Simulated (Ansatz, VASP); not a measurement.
## Two plane-wave programs on Hf3ZnIr

```xyz
5
Lattice="4.8371 0.0000 0.0000 0.0000 4.8371 0.0000 0.0000 0.0000 4.8371" Properties=species:S:1:pos:R:3 pbc="T T T"
Hf    0.0000    2.4185    2.4185
Hf    2.4185    0.0000    2.4185
Hf    2.4185    2.4185    0.0000
Zn    2.4185    2.4185    2.4185
Ir    0.0000    0.0000    0.0000
```

Change from the starting cell: species swapped into the Ca3BiP type (Pm-3m, No. 221).

Alike in both runs: task single point; functional PBE; k mesh 4 × 4 × 4; occupations gaussian, width 0.1 eV; no spin polarisation.

```csv
,VASP,Ansatz
version,VASP 6.6.1,Ansatz 0.2.0
potentials or method,"VASP PAW PBE potentials, release 64 (Hf_pv, Zn, Ir), cutoff 520 eV","scalar-relativistic, plane waves, PAW"
valence electrons in the cell,51,107
```

```tsv
	VASP	Ansatz	Ansatz less VASP
gap on the k mesh at the Fermi level (eV)	none	none	-
pressure (GPa)	-3.8	-3.3	+0.52
```

A gap of «none» marks a metal or a gap that the smearing closes. With one functional, cell and mesh, what is left measures potentials, basis and numerics. VASP's potentials hold 51 valence electrons a cell and Ansatz's 107, so a difference there can come from the potentials and not from the codes.

Spin-orbit coupling is off throughout.
